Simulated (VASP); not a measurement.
Set up this calculation in VASP 6.6.1, as the native input.

| Item | Value |
| --- | --- |
| Task | single point |
| Functional | PBEsol |
| Potentials or basis | VASP PAW PBE potentials, release 64 (Li_sv, H) |
| Cutoff | 520 eV |
| k mesh | 9 × 9 × 9 |
| Occupations | fermi-dirac, width 0.05 eV |
| Spin | no spin polarisation |
| Dipole correction | no |
| Further INCAR settings | ALGO = Normal; EDIFF = 1e-06; NBANDS = 9 |

The structure of LiH lies in POSCAR:

```
LiH
1.0
    0.0101837500      2.0367500000      2.0367500000
    2.0367500000      0.0101837500      2.0367500000
    2.0469337500      2.0469337500      0.0000000000
Li H
1 1
Direct
    0.0000000000      0.0000000000      0.0000000000
    0.5000000000      0.5000000000      0.5000000000
```

The input as run:

INCAR

```
PREC = Accurate ; ENCUT = 520
EDIFF = 1E-6 ; ISMEAR = -1
SIGMA = 0.05 ; LREAL = F
LASPH = T ; NELM = 100
ALGO = Normal ; ISIF = 2
LWAVE = F ; LCHARG = T
GGA = PS ; LELF = T
LVHAR = T ; NBANDS = 9
```

KPOINTS

```
Automatic mesh
0
Gamma
  9 9 9
```

Potentials or basis: VASP PAW PBE potentials, release 64 (Li_sv, H).

Launch:

```sh
$ cat potpaw_PBE.64/Li_sv/POTCAR potpaw_PBE.64/H/POTCAR > POTCAR
$ mpirun -np 1 vasp_std > vasp.out
```

It gave:

| Property | Result |
| --- | --- |
| Band gap on the k mesh | 3.06 eV, indirect (the least direct gap lies 4.4 meV higher) |

It took 23 s on 1 thread of Intel Xeon 8259CL (shared host), peak memory 0.14 GiB.
